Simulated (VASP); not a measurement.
Runs of VASP 6.6.1 on Si. The structure is that of space group Fd-3m (No. 227), or close to it. The cells are those of the table. 

```tsv
task	cell	k mesh	cutoff (eV)	smearing	gap on the mesh (eV)	pressure (GPa)
single point	a = 3.833 Å, angles 60.0°, 2 atoms	10 × 10 × 10	500	gaussian 0.02 eV	0.57	-0.1
single point	a = 3.840 Å, angles 60.0°, 2 atoms	6 × 6 × 6	500	gaussian 0.1 eV	0.71	(a)
single point	a = 3.833 Å, angles 60.0°, 2 atoms	12 × 12 × 12	520	gaussian 0.02 eV	0.56	-0.1
relaxation of cell and atoms	relaxed from a = 3.833 Å, angles 60.0°, 2 atoms	12 × 12 × 12	600	gaussian 0.02 eV	0.56	0.0
single point	a = 3.833 Å, angles 60.0°, 2 atoms	12 × 12 × 12	500	gaussian 0.02 eV	0.56	-0.1
```

Alike in all rows: level PBE+D3(BJ); potentials or basis VASP PAW PBE potentials, release 64 (Si); no spin polarisation.

Q: Fill in the values left out.

A: (a) -0.5.

A k mesh can miss the band edges.
